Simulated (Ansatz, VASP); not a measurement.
**One calculation of TiO, two programs**

```
CELL_PARAMETERS angstrom
4.03351 0.00000 0.00000
0.00000 4.03351 0.00000
0.00000 0.00000 4.03351
ATOMIC_POSITIONS crystal
Ti 0.50000 0.50000 0.00000
Ti 0.00000 0.50000 0.50000
Ti 0.50000 0.00000 0.50000
O 0.01240 0.50000 0.00000
O 0.51240 0.00000 0.00000
O 0.01240 0.00000 0.50000
```

Change from the starting cell: all O atoms moved -0.050 Å, as atom 4 towards its neighbour atom 1 (Ti) at 2.017 Å.

Alike in both runs: task single point; functional PBEsol; k mesh 12 × 12 × 12; occupations gaussian, width 0.15 eV; no spin polarisation.

|  | VASP | Ansatz |
| --- | --- | --- |
| version | VASP 6.6.1 | Ansatz 0.2.0 |
| potentials or method | VASP PAW PBE potentials, release 64 (Ti_sv, O), cutoff 520 eV | scalar-relativistic, plane waves, PAW |
| valence electrons in the cell | 54 | 54 |

```csv
,VASP,Ansatz,Ansatz less VASP
gap on the k mesh at the Fermi level (eV),none,none,-
pressure (GPa),0.8,0.3,-0.49
"traceless stress, the component that is largest in VASP (GPa)",0.30,0.28,-0.015
rms of the force components (eV/Å),0.268,0.262,-0.0059
```

VASP's potentials were made for PBE, not for PBEsol. Atom by atom the forces differ by 0.007 eV/Å (rms over components). A gap of «none» marks a metal or a gap that the smearing closes. With one functional, cell and mesh, what is left measures potentials, basis and numerics.
